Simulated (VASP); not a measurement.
# KCl (Pm-3m) in VASP: notebook, part 2 of 3

VASP 6.6.1. The steps go on from the part before.

## 4. Single point, r2SCAN

This run uses another cell than the first one, of 28.86 Å³/atom, 1.041 times its volume.

POSCAR reads:

```
KCl
1.0
    3.8646218801      0.0000000000      0.0000000000
    0.0000000000      3.8646218801      0.0000000000
    0.0000000000      0.0000000000      3.8646218801
K Cl
1 1
Direct
    0.0000000000      0.0000000000      0.0000000000
    0.5000000000      0.5000000000      0.5000000000
```

INCAR.step1 reads:

```
ALGO = Normal
EDIFF = 1E-4
ENCUT = 520
GGA = PE
ISMEAR = -1
LASPH = T
LCHARG = F
LREAL = F
LWAVE = T
NBANDS = 15
NELM = 80
PREC = Accurate
SIGMA = 0.05
```

INCAR.step2 reads:

```
ALGO = Normal
EDIFF = 1E-7
ENCUT = 520
ISIF = 2
ISMEAR = -1
ISTART = 1
LASPH = T
LCHARG = F
LMIXTAU = T
LREAL = F
LWAVE = F
METAGGA = R2SCAN
NBANDS = 15
NELM = 80
PREC = Accurate
SIGMA = 0.05
```

KPOINTS reads:

```
k-points
0
Gamma
  7 7 7
```

Potentials or basis: VASP PAW PBE potentials, release 64 (K_sv, Cl).

Run with:

```
cat potpaw_PBE.64/K_sv/POTCAR potpaw_PBE.64/Cl/POTCAR > POTCAR
cp INCAR.step1 INCAR
mpirun -np 1 vasp_std > vasp.out
cp INCAR.step2 INCAR
mpirun -np 1 vasp_std > vasp.out
```

OUTCAR:

```text
EDIFF = 1E-7
   ENCUT = 520
   ISIF = 2
   ISMEAR = -1
   ISTART = 1
   LASPH = T
   LREAL = F
   METAGGA = R2SCAN
   NELM = 80
   PREC = Accurate

 ion  position               nearest neighbor table
   1  0.000  0.000  0.000-
   2  0.500  0.500  0.500-

  LATTYP: Found a simple cubic cell.
 ALAT       =     3.8646218801

  Lattice vectors:

 A1 = (   3.8646218801,   0.0000000000,   0.0000000000)
 A2 = (   0.0000000000,   3.8646218801,   0.0000000000)
 A3 = (   0.0000000000,   0.0000000000,   3.8646218801)

Analysis of symmetry for initial positions (statically):
=====================================================================
 Subroutine PRICEL returns:
 Original cell was already a primitive cell.

 Routine SETGRP: Setting up the symmetry group for a
 simple cubic supercell.

 Subroutine GETGRP returns: Found 48 space group operations
 (whereof 48 operations were pure point group operations)
 out of a pool of 48 trial point group operations.

The static configuration has the point symmetry O_h .

Analysis of symmetry for dynamics (positions and initial velocities):
=====================================================================
 Subroutine PRICEL returns:
 Original cell was already a primitive cell.

 Routine SETGRP: Setting up the symmetry group for a
 simple cubic supercell.

 Subroutine GETGRP returns: Found 48 space group operations
 (whereof 48 operations were pure point group operations)
 out of a pool of 48 trial point group operations.

The dynamic configuration has the point symmetry O_h .

 Subroutine INISYM returns: Found 48 space group operations
 (whereof 48 operations are pure point group operations),
 and found     1 'primitive' translations

----------------------------------------------------------------------------------------

                                     Primitive cell

  volume of cell :      57.7193

  direct lattice vectors                    reciprocal lattice vectors
     3.864621880  0.000000000  0.000000000     0.258757527  0.000000000  0.000000000
     0.000000000  3.864621880  0.000000000     0.000000000  0.258757527  0.000000000
     0.000000000  0.000000000  3.864621880     0.000000000  0.000000000  0.258757527

  length of vectors
     3.864621880  3.864621880  3.864621880     0.258757527  0.258757527  0.258757527

  position of ions in fractional coordinates (direct lattice)
     0.000000000  0.000000000  0.000000000
     0.500000000  0.500000000  0.500000000

  ion indices of the primitive-cell ions
   primitive index   ion index
                 1           1
                 2           2

----------------------------------------------------------------------------------------

 KPOINTS: k-points

Automatic generation of k-mesh.
 Grid dimensions read from file:
 generate k-points for:    7    7    7

 Generating k-lattice:

  Cartesian coordinates                     Fractional coordinates (reciprocal lattice)
     0.036965361  0.000000000  0.000000000     0.142857143  0.000000000  0.000000000
     0.000000000  0.036965361  0.000000000     0.000000000  0.142857143  0.000000000
     0.000000000  0.000000000  0.036965361     0.000000000  0.000000000  0.142857143

  Length of vectors
     0.036965361  0.036965361  0.036965361

  Shift w.r.t. Gamma in fractional coordinates (k-lattice)
     0.000000000  0.000000000  0.000000000

 Subroutine IBZKPT returns following result:
 ===========================================

 Found     20 irreducible k-points:

 Following reciprocal coordinates:
            Coordinates               Weight
  0.000000  0.000000  0.000000      1.000000
  0.142857  0.000000  0.000000      6.000000
  0.285714  0.000000  0.000000      6.000000
  0.428571  0.000000  0.000000      6.000000
  0.142857  0.142857  0.000000     12.000000
  0.285714  0.142857  0.000000     24.000000
[... 12 lines left out ...]
  0.428571  0.428571  0.285714     24.000000
  0.428571  0.428571  0.428571      8.000000
   k-points           NKPTS =     20   k-points in BZ     NKDIM =     20   number of bands    NBANDS=     15
   number of dos      NEDOS =    301   number of ions     NIONS =      2
   total plane-waves  NPLWV =  27000
   dimension x,y,z NGX =    30 NGY =   30 NGZ =   30
   dimension x,y,z NGXF=    60 NGYF=   60 NGZF=   60
   ions per type =               1   1
   NGX,Y,Z   is equivalent  to a cutoff of  12.91, 12.91, 12.91 a.u.
   NGXF,Y,Z  is equivalent  to a cutoff of  25.81, 25.81, 25.81 a.u.
 SYSTEM =  unknown system
   PREC   = accura    normal or accurate (medium, high low for compatibility)
   ISTART =      1    job   : 0-new  1-cont  2-samecut
   ICHARG =      0    charge: 1-file 2-atom 10-const
   ISPIN  =      1    spin polarized calculation?
   LNONCOLLINEAR =      F non collinear calculations
   LSORBIT =      F    spin-orbit coupling
   LASPH  =      T    aspherical Exc in radial PAW
   ENCUT  =  520.0 eV  38.22 Ry    6.18 a.u.   7.19  7.19  7.19*2*pi/ulx,y,z
   NELM   =     80;   NELMIN=  2; NELMDL=  0     # of ELM steps
   EDIFF  = 0.1E-06   stopping-criterion for ELM
   LREAL  =      F    real-space projection
   EDIFFG = 0.1E-05   stopping-criterion for IOM
   NSW    =      0    number of steps for IOM
   IBRION =     -1    ionic relax: 0-MD 1-quasi-New 2-CG
   NFREE  =      0    steps in history (QN), initial steepest desc. (CG)
   ISIF   =      2    stress and relaxation
   ISYM   =      2    0-nonsym 1-usesym 2-fastsym
   POTIM  = 0.5000    time-step for ionic-motion
   TEBEG  =    0.0;   TEEND  =   0.0 temperature during run
   PSTRESS=    0.0 pullay stress
   NELECT =      16.0000    total number of electrons
   NUPDOWN=      -1.0000    fix difference up-down
   EMIN   =  10.00;   EMAX   =-10.00  energy-range for DOS
   EFERMI =   0.00;   METHOD = LEGACY
   ISMEAR =    -1;   SIGMA  =   0.05  broadening in eV -4-tet -1-fermi 0-gaus
   EFERMI_NEDOS =   21; number of points for ismear=-14 and -15
   IALGO  =     38    algorithm
   IMIX   =      4    mixing-type and parameters
     AMIX     =   0.40;   BMIX     =  1.00
     AMIX_MAG =   1.60;   BMIX_MAG =  1.00
  volume/ion in A,a.u.               =      28.86       194.75
  Fermi-wavevector in a.u.,A,eV,Ry     =   1.067434  2.017158 15.502695  1.139416
  Thomas-Fermi vector in A             =   2.203051
   LORBIT       =      0    0 simple, 1 ext, 2 COOP (PROOUT), +10 PAW based schemes
   METAGGA = R2SCAN    functional components
   LHFCALC =     F    Hartree Fock is set to
   AEXX    =    0.0000 exact exchange contribution
   IVDW    =     0    specifies the selected vdW correction
   LEPSILON=     F    determine dielectric tensor
   LRPA    =     F    only Hartree local field effects (RPA)
 non-spin polarized calculation
  energy-cutoff  :      520.00
  volume of cell :       57.72
 maximum number of plane-waves:      1571
 NGX is ok and might be reduce to    30
   NGX = 15   NGY = 15   NGZ = 15

 number of electron      16.0000006 magnetization

 Free energy of the ion-electron system (eV)
  ---------------------------------------------------
  ext. energy  EPLUGINS =         0.00000000
  ---------------------------------------------------
  free energy    TOTEN  =       -16.38900496 eV

  energy without entropy =      -16.38900496  energy(sigma->0) =      -16.38900496

 E-fermi :  -0.1431     XC(G=0):  -8.3874

 val. band max:       -1.3460368043   @ k =   0.4286   0.4286   0.0000
 cond. band min:       4.1444007567   @ k =   0.0000   0.0000   0.0000
 fundamental gap:      5.4904375611
 Fermi energy:        -0.1430713159

 k-point     1 :       0.0000    0.0000    0.0000
  band No.  band energies     occupation
      1     -30.5371      2.00000
      2     -14.4177      2.00000
      3     -13.1591      2.00000
      4     -13.1591      2.00000
      5     -13.1591      2.00000
      6      -1.5275      2.00000
      7      -1.5275      2.00000
      8      -1.5275      2.00000
      9       4.1444      0.00000
     10       5.8356      0.00000
     11       5.8356      0.00000
     12      10.0877      0.00000
     13      10.0877      0.00000
     14      10.0877      0.00000
[... 329 lines left out ...]
      2     -14.0512      2.00000
      3     -13.3077      2.00000
      4     -13.3077      2.00000
      5     -13.3074      2.00000
      6      -2.5511      2.00000
      7      -2.5511      2.00000
      8      -2.5209      2.00000
      9       7.7323      0.00000
     10       8.0126      0.00000
     11       8.0126      0.00000
     12       9.1940      0.00000
     13       9.3265      0.00000
     14       9.3265      0.00000
     15      11.7553      0.00000

------------------------ aborting loop because EDIFF is reached ----------------------------------------

  FORCE on cell =-STRESS in cart. coord.  units (eV):
  Direction    XX          YY          ZZ          XY          YZ          ZX
  --------------------------------------------------------------------------------------
  -------------------------------------------------------------------------------------
  Total       -0.5218425     -0.5218425     -0.5218425     -0.0000000      0.0000000     -0.0000000
  in kB      -14.4853514    -14.4853514    -14.4853514     -0.0000000      0.0000000     -0.0000000
  external PRESSURE =     -14.4853514 kB  Pullay stress =       0.0000000 kB

 VOLUME and BASIS-vectors are now :
 -----------------------------------------------------------------------------
  energy-cutoff  :      520.00
  volume of cell :       57.72
      direct lattice vectors                 reciprocal lattice vectors
     3.864621880  0.000000000  0.000000000     0.258757527  0.000000000  0.000000000
     0.000000000  3.864621880  0.000000000     0.000000000  0.258757527  0.000000000
     0.000000000  0.000000000  3.864621880     0.000000000  0.000000000  0.258757527

 POSITION                                       TOTAL-FORCE (eV/Angst)
 -----------------------------------------------------------------------------------
      0.00000      0.00000      0.00000         0.000000      0.000000      0.000000
      1.93231      1.93231      1.93231         0.000000      0.000000      0.000000
 -----------------------------------------------------------------------------------
    total drift:                                0.000000      0.000000     -0.000000

  FREE ENERGIE OF THE ION-ELECTRON SYSTEM (eV)
  ---------------------------------------------------
  free  energy   TOTEN  =       -16.3890049551 eV

  energy  without entropy=      -16.3890049551  energy(sigma->0) =      -16.38900496
```

OUTCAR.step1:

```text
EDIFF = 1E-4
   ENCUT = 520
   GGA = PE
   ISMEAR = -1
   LASPH = T
   LREAL = F
[... 572 lines left out ...]
 -----------------------------------------------------------------------------------
      0.00000      0.00000      0.00000         0.000000      0.000000      0.000000
      1.93231      1.93231      1.93231         0.000000      0.000000      0.000000
 -----------------------------------------------------------------------------------
    total drift:                                0.000000      0.000000     -0.000000

  FREE ENERGIE OF THE ION-ELECTRON SYSTEM (eV)
  ---------------------------------------------------
  free  energy   TOTEN  =        -6.6538418970 eV

  energy  without entropy=       -6.6538418970  energy(sigma->0) =       -6.65384190
```

OSZICAR.step1:

```text
N       E                     dE             d eps       ncg     rms          rms(c)
DAV:   1     0.101867328795E+03    0.10187E+03   -0.73673E+03   600   0.981E+02
DAV:   2    -0.573519632461E+00   -0.10244E+03   -0.93598E+02   790   0.238E+02
DAV:   3    -0.674830256513E+01   -0.61748E+01   -0.61343E+01   846   0.513E+01
DAV:   4    -0.697444796426E+01   -0.22615E+00   -0.22612E+00   880   0.919E+00
DAV:   5    -0.697626493085E+01   -0.18170E-02   -0.18170E-02   874   0.901E-01    0.285E+00
DAV:   6    -0.668720341062E+01    0.28906E+00   -0.31648E-01   747   0.318E+00    0.234E+00
DAV:   7    -0.665204388733E+01    0.35160E-01   -0.90827E-02   817   0.193E+00    0.143E+00
DAV:   8    -0.665381013020E+01   -0.17662E-02   -0.17266E-02   844   0.102E+00    0.214E-01
DAV:   9    -0.665384189698E+01   -0.31767E-04   -0.84233E-04   803   0.206E-01
   1 F= -.66538419E+01 E0= -.66538419E+01  d E =-.198581E-10
```

Run time: 62 s. Hardware: 1 thread of Intel Xeon Platinum 8488C (Sapphire Rapids), shared host; peak memory 0.17 GiB.

Results:

```yaml
Free_energy: -16.3890 eV
Pressure: -1.4 GPa
Band_gap_on_the_k_mesh: 5.49 eV, indirect (least direct gap 5.67 eV)
```

Levels at points of the mesh, in eV from the valence-band top:
| k point | band 5 | band 6 | band 7 | band 8 | band 9 | band 10 | band 11 | band 12 |
| --- | --- | --- | --- | --- | --- | --- | --- | --- |
| (0.00, 0.00, 0.00) | -11.81 | -0.18 | -0.18 | -0.18 | 5.49 | 7.18 | 7.18 | 11.43 |

Caveat: the PAW data sets were made with another functional, which shifts forces and pressure a little. r2SCAN opens gaps a little over a GGA but as a rule still falls short of measured ones.

[end of part 2 of 3]
